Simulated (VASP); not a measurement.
# Ta (P6_3/mmc) in VASP: single point with r2SCAN

Aim: the single point of Ta with r2SCAN.

Everything below comes from runs of VASP 6.6.1. Logs are shortened: lines on timing, memory, paths and dates and some standing lists are left out, and cuts for length are marked.

## (1) The cell of the first run

The structure is hexagonal, space group P6_3/mmc (No. 194). Conventional cell: a = 2.900 Å, b = 2.900 Å, c = 5.166 Å, α = 90.00°, β = 90.00°, γ = 120.00°. Within 3.8 Å of Ta (site symmetry -6m2) lie 12 Ta at 2.90 to 3.08 Å.

This isn't the form of Ta at room conditions, which is bcc.

## (2) Single point, r2SCAN

Contents of POSCAR:

```
Ta
1.0
    2.9003700000      0.0000000000      0.0000000000
   -1.4501900000      2.5118000000      0.0000000000
    0.0000000000      0.0000000000      5.1662700000
Ta
2
Direct
    0.6666666667      0.3333333333      0.7500000000
    0.3333333333      0.6666666667      0.2500000000
```

Contents of INCAR.step1:

```
ALGO = Normal
EDIFF = 1E-4
ENCUT = 520
GGA = PE
ISMEAR = -1
LASPH = T
LCHARG = F
LREAL = F
LWAVE = T
NBANDS = 18
NELM = 60
PREC = Accurate
SIGMA = 0.15
```

Contents of INCAR.step2:

```
ALGO = Normal
EDIFF = 1E-6
ENCUT = 520
ISIF = 2
ISMEAR = -1
ISTART = 1
LASPH = T
LCHARG = F
LMIXTAU = T
LREAL = F
LWAVE = F
METAGGA = R2SCAN
NBANDS = 18
NELM = 60
PREC = Accurate
SIGMA = 0.15
```

Contents of KPOINTS:

```
k-points
0
Gamma
  12 12 6
```

Potentials or basis: VASP PAW PBE potentials, release 64 (Ta_pv).

Started as:

```
> cat potpaw_PBE.64/Ta_pv/POTCAR > POTCAR
> cp INCAR.step1 INCAR
> mpirun -np 1 vasp_std > vasp.out
> cp INCAR.step2 INCAR
> mpirun -np 1 vasp_std > vasp.out
```

OUTCAR:

```text
EDIFF = 1E-6
   ENCUT = 520
   ISIF = 2
   ISMEAR = -1
   ISTART = 1
   LASPH = T
   LREAL = F
   METAGGA = R2SCAN
   NELM = 60
   PREC = Accurate

 ion  position               nearest neighbor table
   1  0.667  0.333  0.750-   2 3.08   2 3.08   2 3.08   2 3.08   2 3.08   2 3.08
   2  0.333  0.667  0.250-   1 3.08   1 3.08   1 3.08   1 3.08   1 3.08   1 3.08

  LATTYP: Found a hexagonal cell.
 ALAT       =     2.9003700000
 C/A-ratio  =     1.7812451515

  Lattice vectors:

 A1 = (   2.9003700000,   0.0000000000,   0.0000000000)
 A2 = (  -1.4501900000,   2.5118000000,   0.0000000000)
 A3 = (   0.0000000000,   0.0000000000,   5.1662700000)

Analysis of symmetry for initial positions (statically):
=====================================================================
 Subroutine PRICEL returns:
 Original cell was already a primitive cell.

 Routine SETGRP: Setting up the symmetry group for a
 hexagonal supercell.

 Subroutine GETGRP returns: Found 24 space group operations
 (whereof 12 operations were pure point group operations)
 out of a pool of 24 trial point group operations.

The static configuration has the point symmetry D_3d.
 The point group associated with its full space group is D_6h.

Analysis of symmetry for dynamics (positions and initial velocities):
=====================================================================
 Subroutine PRICEL returns:
 Original cell was already a primitive cell.

 Routine SETGRP: Setting up the symmetry group for a
 hexagonal supercell.

 Subroutine GETGRP returns: Found 24 space group operations
 (whereof 12 operations were pure point group operations)
 out of a pool of 24 trial point group operations.

The dynamic configuration has the point symmetry D_3d.
 The point group associated with its full space group is D_6h.

 Subroutine INISYM returns: Found 24 space group operations
 (whereof 12 operations are pure point group operations),
 and found     1 'primitive' translations

----------------------------------------------------------------------------------------

                                     Primitive cell

  volume of cell :      37.6370

  direct lattice vectors                    reciprocal lattice vectors
     2.900370000  0.000000000  0.000000000     0.344783597  0.199061121  0.000000000
    -1.450190000  2.511800000  0.000000000     0.000000000  0.398120869  0.000000000
     0.000000000  0.000000000  5.166270000     0.000000000  0.000000000  0.193563248

  length of vectors
     2.900370000  2.900377609  5.166270000     0.398121914  0.398120869  0.193563248

  position of ions in fractional coordinates (direct lattice)
     0.666666667  0.333333333  0.750000000
     0.333333333  0.666666667  0.250000000

  ion indices of the primitive-cell ions
   primitive index   ion index
                 1           1
                 2           2

----------------------------------------------------------------------------------------

 KPOINTS: k-points

Automatic generation of k-mesh.
 Grid dimensions read from file:
 generate k-points for:   12   12    6

 Generating k-lattice:

  Cartesian coordinates                     Fractional coordinates (reciprocal lattice)
     0.028731966  0.016588427  0.000000000     0.083333333 -0.000000000  0.000000000
     0.000000000  0.033176739  0.000000000     0.000000000  0.083333333  0.000000000
     0.000000000  0.000000000  0.032260541     0.000000000  0.000000000  0.166666667

  Length of vectors
     0.033176826  0.033176739  0.032260541

  Shift w.r.t. Gamma in fractional coordinates (k-lattice)
     0.000000000  0.000000000  0.000000000

 Subroutine IBZKPT returns following result:
 ===========================================

 Found     76 irreducible k-points:

 Following reciprocal coordinates:
            Coordinates               Weight
  0.000000  0.000000  0.000000      1.000000
  0.083333  0.000000  0.000000      6.000000
  0.166667  0.000000  0.000000      6.000000
  0.250000  0.000000  0.000000      6.000000
  0.333333  0.000000  0.000000      6.000000
  0.416667 -0.000000  0.000000      6.000000
[... 16 lines left out ...]
  0.250000  0.000000  0.166667     12.000000
  0.333333  0.000000  0.166667     12.000000
 [... further k-points ...]
   k-points           NKPTS =     76   k-points in BZ     NKDIM =     76   number of bands    NBANDS=     18
   number of dos      NEDOS =    301   number of ions     NIONS =      2
   total plane-waves  NPLWV =  23040
   dimension x,y,z NGX =    24 NGY =   24 NGZ =   40
   dimension x,y,z NGXF=    48 NGYF=   48 NGZF=   80
   ions per type =               2
   NGX,Y,Z   is equivalent  to a cutoff of  13.76, 13.76, 12.87 a.u.
   NGXF,Y,Z  is equivalent  to a cutoff of  27.51, 27.51, 25.74 a.u.
 SYSTEM =  unknown system
   PREC   = accura    normal or accurate (medium, high low for compatibility)
   ISTART =      1    job   : 0-new  1-cont  2-samecut
   ICHARG =      0    charge: 1-file 2-atom 10-const
   ISPIN  =      1    spin polarized calculation?
   LNONCOLLINEAR =      F non collinear calculations
   LSORBIT =      F    spin-orbit coupling
   LASPH  =      T    aspherical Exc in radial PAW
   ENCUT  =  520.0 eV  38.22 Ry    6.18 a.u.   5.39  5.39  9.61*2*pi/ulx,y,z
   NELM   =     60;   NELMIN=  2; NELMDL=  0     # of ELM steps
   EDIFF  = 0.1E-05   stopping-criterion for ELM
   LREAL  =      F    real-space projection
   EDIFFG = 0.1E-04   stopping-criterion for IOM
   NSW    =      0    number of steps for IOM
   IBRION =     -1    ionic relax: 0-MD 1-quasi-New 2-CG
   NFREE  =      0    steps in history (QN), initial steepest desc. (CG)
   ISIF   =      2    stress and relaxation
   ISYM   =      2    0-nonsym 1-usesym 2-fastsym
   POTIM  = 0.5000    time-step for ionic-motion
   TEBEG  =    0.0;   TEEND  =   0.0 temperature during run
   PSTRESS=    0.0 pullay stress
   NELECT =      22.0000    total number of electrons
   NUPDOWN=      -1.0000    fix difference up-down
   EMIN   =  10.00;   EMAX   =-10.00  energy-range for DOS
   EFERMI =   0.00;   METHOD = LEGACY
   ISMEAR =    -1;   SIGMA  =   0.15  broadening in eV -4-tet -1-fermi 0-gaus
   EFERMI_NEDOS =   21; number of points for ismear=-14 and -15
   IALGO  =     38    algorithm
   IMIX   =      4    mixing-type and parameters
     AMIX     =   0.40;   BMIX     =  1.00
     AMIX_MAG =   1.60;   BMIX_MAG =  1.00
  volume/ion in A,a.u.               =      18.82       126.99
  Fermi-wavevector in a.u.,A,eV,Ry     =   1.368812  2.586680 25.492513  1.873647
  Thomas-Fermi vector in A             =   2.494743
   LORBIT       =      0    0 simple, 1 ext, 2 COOP (PROOUT), +10 PAW based schemes
   METAGGA = R2SCAN    functional components
   LHFCALC =     F    Hartree Fock is set to
   AEXX    =    0.0000 exact exchange contribution
   IVDW    =     0    specifies the selected vdW correction
   LEPSILON=     F    determine dielectric tensor
   LRPA    =     F    only Hartree local field effects (RPA)
 non-spin polarized calculation
  energy-cutoff  :      520.00
  volume of cell :       37.64
 maximum number of plane-waves:      1045
 NGX is ok and might be reduce to    24
   NGX = 11   NGY = 11   NGZ = 19

 number of electron      22.0000002 magnetization

 Free energy of the ion-electron system (eV)
  ---------------------------------------------------
  ext. energy  EPLUGINS =         0.00000000
  ---------------------------------------------------
  free energy    TOTEN  =       -96.64428764 eV

  energy without entropy =      -96.45644542  energy(sigma->0) =      -96.55036653

 E-fermi :   5.4391     XC(G=0): -13.4987

 val. band max:        5.4379314749   @ k =   0.3333   0.0000   0.3333
 cond. band min:       5.4774780795   @ k =   0.1667   0.0833   0.3333
 fundamental gap:      0.0395466046
 Fermi energy:         5.4391095156

 k-point     1 :       0.0000    0.0000    0.0000
  band No.  band energies     occupation
      1     -30.3471      2.00000
      2     -29.4925      2.00000
      3     -29.3763      2.00000
      4     -29.3762      2.00000
      5     -29.2918      2.00000
      6     -29.2918      2.00000
[... 10 lines left out ...]
     17      10.9137      0.00000
     18      10.9137      0.00000

 k-point     2 :       0.0833    0.0000    0.0000
  band No.  band energies     occupation
      1     -30.3238      2.00000
      2     -29.4951      2.00000
      3     -29.4514      2.00000
      4     -29.3965      2.00000
      5     -29.3687      2.00000
      6     -29.3054      2.00000
[... 10 lines left out ...]
     17      11.0224      0.00000
     18      11.4539      0.00000

 k-point     3 :       0.1667    0.0000    0.0000
  band No.  band energies     occupation
      1     -30.2578      2.00000
      2     -29.6547      2.00000
      3     -29.5725      2.00000
      4     -29.5045      2.00000
      5     -29.4503      2.00000
      6     -29.3435      2.00000
[... 10 lines left out ...]
     17      11.2052      0.00000
     18      12.6060      0.00000

 k-point     4 :       0.2500    0.0000    0.0000
  band No.  band energies     occupation
      1     -30.1599      2.00000
      2     -29.9276      2.00000
      3     -29.8380      2.00000
      4     -29.5245      2.00000
      5     -29.5214      2.00000
      6     -29.3968      2.00000
[... 375 lines left out ...]
      4     -29.5089      2.00000
      5     -29.4432      2.00000
      6     -29.3508      2.00000
[... 10 lines left out ...]
     17      11.0630      0.00000
     18      11.9648      0.00000

 k-point    23 :       0.2500    0.0000    0.1667
  band No.  band energies     occupation
      1     -30.1441      2.00000
      2     -29.9062      2.00000
      3     -29.8542      2.00000
      4     -29.5473      2.00000
      5     -29.5131      2.00000
      6     -29.4052      2.00000
[... 10 lines left out ...]
     17      11.1157      0.00000
     18      12.6083      0.00000

 k-point    24 :       0.3333    0.0000    0.1667
  band No.  band energies     occupation
      1     -30.2232      2.00000
      2     -30.1213      2.00000
      3     -29.9714      2.00000
      4     -29.5812      2.00000
      5     -29.5747      2.00000
      6     -29.4600      2.00000
[... 10 lines left out ...]
     17      11.1985      0.00000
     18      12.9013      0.00000

 [... further k-points ...]

------------------------ aborting loop because EDIFF is reached ----------------------------------------

  FORCE on cell =-STRESS in cart. coord.  units (eV):
  Direction    XX          YY          ZZ          XY          YZ          ZX
  --------------------------------------------------------------------------------------
  -------------------------------------------------------------------------------------
  Total       -0.5137976     -0.5138000     -0.6424208      0.0000010      0.0000000      0.0000000
  in kB      -21.8719274    -21.8720302    -27.3473095      0.0000435      0.0000000      0.0000000
  external PRESSURE =     -23.6970890 kB  Pullay stress =       0.0000000 kB

 VOLUME and BASIS-vectors are now :
 -----------------------------------------------------------------------------
  energy-cutoff  :      520.00
  volume of cell :       37.64
      direct lattice vectors                 reciprocal lattice vectors
     2.900370000  0.000000000  0.000000000     0.344783597  0.199061121  0.000000000
    -1.450190000  2.511800000  0.000000000     0.000000000  0.398120869  0.000000000
     0.000000000  0.000000000  5.166270000     0.000000000  0.000000000  0.193563248

 POSITION                                       TOTAL-FORCE (eV/Angst)
 -----------------------------------------------------------------------------------
      1.45018      0.83727      3.87470        -0.000000      0.000000      0.000000
     -0.00000      1.67453      1.29157         0.000000     -0.000000      0.000000
 -----------------------------------------------------------------------------------
    total drift:                               -0.000000      0.000000     -0.000000

  FREE ENERGIE OF THE ION-ELECTRON SYSTEM (eV)
  ---------------------------------------------------
  free  energy   TOTEN  =       -96.6442876358 eV

  energy  without entropy=      -96.4564454159  energy(sigma->0) =      -96.55036653
```

It took 4.7 min on 1 thread of AMD EPYC 7R13, shared host; peak memory 0.17 GiB.

Results:

| Item | Value |
| --- | --- |
| Free energy | -96.6443 eV |
| Pressure | -2.4 GPa |
| Band gap on the k mesh | zero (bands 11 and 12 overlap by 2.15 eV) |

Caveat: the PAW data sets were made with another functional, which shifts forces and pressure a little; spin-orbit coupling is left out, which moves the levels of the heavy elements.
